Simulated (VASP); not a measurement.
# C (P6_3/mmc) in VASP: further runs, part 2 of 2

VASP 6.6.1.

### 3 Single point, RPBE (volume scaled by 1.12)

Input file INCAR:

```
PREC     = Accurate       # precision mode
ENCUT    = 520            # plane-wave cutoff, eV
EDIFF    = 1E-6           # SCF threshold, eV
ISMEAR   = -1             # smearing method
SIGMA    = 0.05           # smearing width, eV
LREAL    = False          # projectors in reciprocal space
LASPH    = True           # aspherical terms in the spheres
NELM     = 80             # most SCF steps
ALGO     = Normal         # electronic algorithm
ISIF     = 2              # what is computed and relaxed
LWAVE    = False          # write WAVECAR
LCHARG   = False          # write CHGCAR
GGA      = RP             # functional
NBANDS   = 16             # bands
```

Input file KPOINTS:

```
regular mesh
0
Gamma
  14 14 3
```

Input file POSCAR:

```
C
1.0
    2.5724950232      0.0000000000      0.0000000000
   -1.2862475116      2.2278460412      0.0000000000
    0.0000000000      0.0000000000     10.0261952376
C
4
Direct
    1.0000000000      1.0000000000      0.2500000000
    0.0000000000      0.0000000000      0.7500000000
    0.3333333333      0.6666666667      0.2500000000
    0.6666666667      0.3333333333      0.7500000000
```

Potentials or basis: VASP PAW PBE potentials, release 64 (C).

Started as:

```console
$ cat potpaw_PBE.64/C/POTCAR > POTCAR
$ mpirun -np 1 vasp_std > vasp.out
```

OUTCAR:

```text
PREC = Accurate
   ENCUT = 520
   EDIFF = 1E-6
   ISMEAR = -1
   LREAL = False
   LASPH = True
   NELM = 80
   ISIF = 2
   GGA = RP

 ion  position               nearest neighbor table
   1  0.000  0.000  0.250-   3 1.49   3 1.49   3 1.49
   2  0.000  0.000  0.750-   4 1.49   4 1.49   4 1.49
   3  0.333  0.667  0.250-   1 1.49   1 1.49   1 1.49
   4  0.667  0.333  0.750-   2 1.49   2 1.49   2 1.49

  LATTYP: Found a hexagonal cell.
 ALAT       =     2.5724950232
 C/A-ratio  =     3.8974595275

  Lattice vectors:

 A1 = (   2.5724950232,   0.0000000000,   0.0000000000)
 A2 = (  -1.2862475116,   2.2278460412,   0.0000000000)
 A3 = (   0.0000000000,   0.0000000000,  10.0261952376)

Analysis of symmetry for initial positions (statically):
=====================================================================
 Subroutine PRICEL returns:
 Original cell was already a primitive cell.

 Routine SETGRP: Setting up the symmetry group for a
 hexagonal supercell.

 Subroutine GETGRP returns: Found 24 space group operations
 (whereof 12 operations were pure point group operations)
 out of a pool of 24 trial point group operations.

The static configuration has the point symmetry D_3d.
 The point group associated with its full space group is D_6h.

Analysis of symmetry for dynamics (positions and initial velocities):
=====================================================================
 Subroutine PRICEL returns:
 Original cell was already a primitive cell.

 Routine SETGRP: Setting up the symmetry group for a
 hexagonal supercell.

 Subroutine GETGRP returns: Found 24 space group operations
[... 117 lines left out ...]
   TEBEG  =    0.0;   TEEND  =   0.0 temperature during run
   PSTRESS=    0.0 pullay stress
   NELECT =      16.0000    total number of electrons
   NUPDOWN=      -1.0000    fix difference up-down
   EMIN   =  10.00;   EMAX   =-10.00  energy-range for DOS
   EFERMI =   0.00;   METHOD = LEGACY
   ISMEAR =    -1;   SIGMA  =   0.05  broadening in eV -4-tet -1-fermi 0-gaus
   EFERMI_NEDOS =   21; number of points for ismear=-14 and -15
   IALGO  =     38    algorithm
   IMIX   =      4    mixing-type and parameters
     AMIX     =   0.40;   BMIX     =  1.00
     AMIX_MAG =   1.60;   BMIX_MAG =  1.00
  volume/ion in A,a.u.               =      14.37        96.94
  Fermi-wavevector in a.u.,A,eV,Ry     =   1.069029  2.020172 15.549054  1.142823
  Thomas-Fermi vector in A             =   2.204696
   LORBIT       =      0    0 simple, 1 ext, 2 COOP (PROOUT), +10 PAW based schemes
   GGA     = RP    functional components
   LHFCALC =     F    Hartree Fock is set to
   AEXX    =    0.0000 exact exchange contribution
   IVDW    =     0    specifies the selected vdW correction
   LEPSILON=     F    determine dielectric tensor
   LRPA    =     F    only Hartree local field effects (RPA)
 non-spin polarized calculation
  energy-cutoff  :      520.00
  volume of cell :       57.46
 maximum number of plane-waves:      1563
 NGX is ok and might be reduce to    20
   NGX =  9   NGY =  9   NGZ = 37

 number of electron      16.0000000 magnetization

 Free energy of the ion-electron system (eV)
  ---------------------------------------------------
  ext. energy  EPLUGINS =         0.00000000
  ---------------------------------------------------
  free energy    TOTEN  =       -34.94044039 eV

  energy without entropy =      -34.94043782  energy(sigma->0) =      -34.94043911

 E-fermi :   1.2402     XC(G=0):  -7.4673

 val. band max:        0.7099200008   @ k =   0.3571   0.2857   0.0000
 cond. band min:       1.7809837260   @ k =   0.3571   0.2857   0.0000
 fundamental gap:      1.0710637252
 Fermi energy:         1.2401708982

 k-point     1 :       0.0000    0.0000    0.0000
  band No.  band energies     occupation
      1     -17.3610      2.00000
      2     -17.3542      2.00000
      3      -5.6244      2.00000
      4      -5.4615      2.00000
      5      -1.8150      2.00000
      6      -1.8150      2.00000
[... 433 lines left out ...]
      3     -10.7476      2.00000
      4     -10.7474      2.00000
      5      -8.1984      2.00000
      6      -8.1974      2.00000
[... 8 lines left out ...]
     15      12.7679      0.00000
     16      13.1632      0.00000

 [... further k-points ...]
[... 5 lines left out ...]
  --------------------------------------------------------------------------------------
  -------------------------------------------------------------------------------------
  Total       -9.1587611     -9.1587611     -0.0283072      0.0000000     -0.0000000      0.0000000
  in kB     -255.3709186   -255.3709186     -0.7892797      0.0000000     -0.0000000      0.0000000
  external PRESSURE =    -170.5103723 kB  Pullay stress =       0.0000000 kB

 VOLUME and BASIS-vectors are now :
 -----------------------------------------------------------------------------
  energy-cutoff  :      520.00
  volume of cell :       57.46
      direct lattice vectors                 reciprocal lattice vectors
     2.572495023  0.000000000  0.000000000     0.388727671  0.224432026  0.000000000
    -1.286247512  2.227846041  0.000000000     0.000000000  0.448864051  0.000000000
     0.000000000  0.000000000 10.026195238     0.000000000  0.000000000  0.099738732

 POSITION                                       TOTAL-FORCE (eV/Angst)
 -----------------------------------------------------------------------------------
      0.00000      0.00000      2.50655        -0.000000      0.000000      0.000000
      0.00000      0.00000      7.51965         0.000000     -0.000000      0.000000
     -0.00000      1.48523      2.50655        -0.000000     -0.000000     -0.000000
      1.28625      0.74262      7.51965         0.000000     -0.000000      0.000000
 -----------------------------------------------------------------------------------
    total drift:                                0.000000     -0.000000      0.000000

  FREE ENERGIE OF THE ION-ELECTRON SYSTEM (eV)
  ---------------------------------------------------
  free  energy   TOTEN  =       -34.9404403872 eV

  energy  without entropy=      -34.9404378247  energy(sigma->0) =      -34.94043911
```

It took 23 s on 1 thread of Intel Xeon 6975P-C (Granite Rapids), shared host; peak memory 0.17 GiB.

What came out:

- Free energy: -34.9404 eV
- Pressure: -17.1 GPa
- Band gap on the k mesh: 1.07 eV, direct

Stress tensor (GPa, compression positive):
```
-25.54   0.00   0.00
  0.00 -25.54   0.00
  0.00   0.00  -0.08
```

Levels at points of the mesh, in eV from the valence-band top:
| k point | band 5 | band 6 | band 7 | band 8 | band 9 | band 10 | band 11 | band 12 |
| --- | --- | --- | --- | --- | --- | --- | --- | --- |
| (0.00, 0.00, 0.00) | -2.52 | -2.52 | -2.52 | -2.52 | 3.70 | 5.76 | 8.07 | 8.07 |
| (0.50, 0.00, 0.00) | -5.53 | -5.53 | -1.61 | -1.57 | 2.14 | 2.21 | 6.68 | 6.69 |

Caveat: the cell differs from its parent crystal (volume scaled by 1.12); the PAW data sets were made with another functional, which shifts forces and pressure a little; this functional lacks dispersion, which binds the layers, so the pressure and a relaxed spacing across them are unreliable. A k mesh can miss the band edges.

### 4 Single point, RPBE, non-collinear spin, zero start, spin-orbit coupling

This run uses another cell than the first one, of 12.83 Å³/atom, 0.926 times its volume.

Input file INCAR:

```
SYSTEM = C
ALGO = Normal ; EDIFF = 1E-6
ENCUT = 520 ; GGA = RP
GGA_COMPAT = .FALSE. ; ISIF = 2
ISMEAR = -1 ; LASPH = .TRUE.
LCHARG = .FALSE. ; LNONCOLLINEAR = .TRUE.
LORBIT = 11 ; LORBMOM = .TRUE.
LREAL = .FALSE. ; LSORBIT = .TRUE.
LWAVE = .FALSE. ; MAGMOM = 0 0 0 0 0 0 0 0 0 0 0 0
NBANDS = 30 ; NELM = 150
PREC = Accurate ; SIGMA = 0.05
```

Input file KPOINTS:

```
k-points
0
G
  11 11 3
  0 0 0
```

Input file POSCAR:

```
C
1.0
    2.4771284981      0.0000000000      0.0000000000
   -1.2385642490      2.1452562078      0.0000000000
    0.0000000000      0.0000000000      9.6545080659
C
4
Direct
    1.0000000000      1.0000000000      0.2500000000
    0.0000000000      0.0000000000      0.7500000000
    0.3333333333      0.6666666667      0.2500000000
    0.6666666667      0.3333333333      0.7500000000
```

Started as:

```console
$ cat potpaw_PBE.64/C/POTCAR > POTCAR
$ mpirun -np 1 vasp_ncl > vasp.out
```

Run time: 62 s. Hardware: 1 thread of Intel Xeon 6975P-C (Granite Rapids), shared host; peak memory 0.27 GiB.

Results (log left out):

```
Free energy                                           : -35.2899 eV
Pressure                                              : 0.3 GPa
Net moment                                            : 0.00 μB per cell
Valence electrons inside the program's atomic spheres : C 2.64
```

Stress tensor (GPa, compression positive):
```
 0.40  0.00  0.00
 0.00  0.40  0.00
 0.00  0.00 -0.04
```

Moments on the atoms (μB; x, y, z):
```
C   0.00 0.00 0.00
C   0.00 0.00 0.00
C   0.00 0.00 0.00
C   0.00 0.00 0.00
```

Caveat: the PAW data sets were made with another functional, which shifts forces and pressure a little; this functional lacks dispersion, which binds the layers, so the pressure and a relaxed spacing across them are unreliable.

### 5 The runs side by side

| spin | cell | k mesh | gap on the mesh (eV) | pressure (GPa) |
| --- | --- | --- | --- | --- |
| off | a = 2.541, b = 2.541, c = 9.905 Å, angles 90.0, 90.0, 120.0°, 4 atoms | 14 × 14 × 3 | 1.10 | -12.3 |
| off | a = 2.572, b = 2.572, c = 10.026 Å, angles 90.0, 90.0, 120.0°, 4 atoms | 14 × 14 × 3 | 1.07 | -17.1 |
| non-collinear, zero start, SOC | a = 2.477, b = 2.477, c = 9.655 Å, angles 90.0, 90.0, 120.0°, 4 atoms | 11 × 11 × 3 | - | 0.3 |

Alike in all rows: task single point; level RPBE; potentials or basis VASP PAW PBE potentials, release 64 (C); cutoff (eV) 520; smearing fermi-dirac 0.05 eV.

Caveats: the PAW data sets were made with another functional, which shifts forces and pressure a little; this functional lacks dispersion, which binds the layers, so the pressure and a relaxed spacing across them are unreliable.

Total energies depend on the potentials used, so only differences within one code and one set of settings carry meaning.
